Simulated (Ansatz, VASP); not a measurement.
# P in VASP and in Ansatz

File INCAR:

```
PREC = Accurate ; ENCUT = 520
EDIFF = 1E-6 ; ISMEAR = -1
SIGMA = 0.05 ; LREAL = F
LASPH = T ; NELM = 80
ALGO = Normal ; ISIF = 2
LWAVE = F ; LCHARG = F
GGA = PS ; NBANDS = 12
```

Contents of KPOINTS:

```
regular mesh
0
Gamma
  8 8 8
```

Contents of POSCAR:

```
P
1.0
    1.7602396816      1.0162748540      3.1296800121
   -1.7602396816      1.0162748540      3.1296800121
    0.0000000000     -2.0325497079      3.1296800121
P
2
Direct
    0.7729197500      0.7729197500      0.7729197500
    0.2270802500      0.2270802500      0.2270802500
```

File input.yaml:

```yaml
crystal:
  lattice:
    - [1.7602396816, 1.016274854, 3.1296800121]
    - [-1.7602396816, 1.016274854, 3.1296800121]
    - [0.0, -2.0325497079, 3.1296800121]
  atoms:
    - { symbol: P, position: [0.77291975, 0.77291975, 0.77291975] }
    - { symbol: P, position: [0.22708025, 0.22708025, 0.22708025] }
hamiltonian:
  xc: pbesol
  pseudopotentials: { kind: paw }
kpoints:
  mp_grid: { grid: [8, 8, 8] }
  band_path:
    path:
      - [[0.0, 0.0, 0.0], [0.5, 0.0, 0.0], [0.5, 0.2369627662, -0.2369627662]]
      - [[0.7630372338, 0.5, 0.2369627662], [0.5, 0.5, 0.5], [0.0, 0.0, 0.0], [0.3684813831, 0.0, -0.3684813831]]
      - [[0.6315186169, 0.3684813831, 0.0], [0.5, 0.5, 0.0], [0.6315186169, 0.6315186169, 0.2369627662], [0.5, 0.5, 0.5]]
      - [[0.5, 0.0, 0.0], [0.7630372338, 0.3684813831, 0.3684813831]]
    npoints: 14
scf:
  occupations: { method: fermi_dirac, width: 0.05 }
  n_extra_bands: 6
output:
  forces: true
  stress: true
  eigenvalues: true
  fatbands: false
```

Alike in both runs: functional PBEsol; k mesh 8 × 8 × 8; occupations fermi-dirac, width 0.05 eV; no spin polarisation.

|  | VASP | Ansatz |
| --- | --- | --- |
| version | VASP 6.6.1 | Ansatz 0.2.0 |
| potentials or method | VASP PAW PBE potentials, release 64 (P) | Ansatz PAW |
| plane-wave cutoff (eV) | 520 | 420 |
| valence electrons in the cell | 10 | 10 |
| task | single point | band structure |

|  | VASP | Ansatz | Ansatz less VASP |
| --- | --- | --- | --- |
| gap on the k mesh at the Fermi level (eV) | none | none | - |
| pressure (GPa) | -5.1 | -5.1 | -0.01 |
| traceless stress, the component that is largest in VASP (GPa) | 0.91 | 0.79 | -0.125 |
| rms of the force components (eV/Å) | 0.001 | 0.017 | +0.0154 |

VASP's potentials were made for PBE, not for PBEsol. Atom by atom the forces differ by 0.015 eV/Å (rms over components). A gap of «none» marks a metal or a gap that the smearing closes.
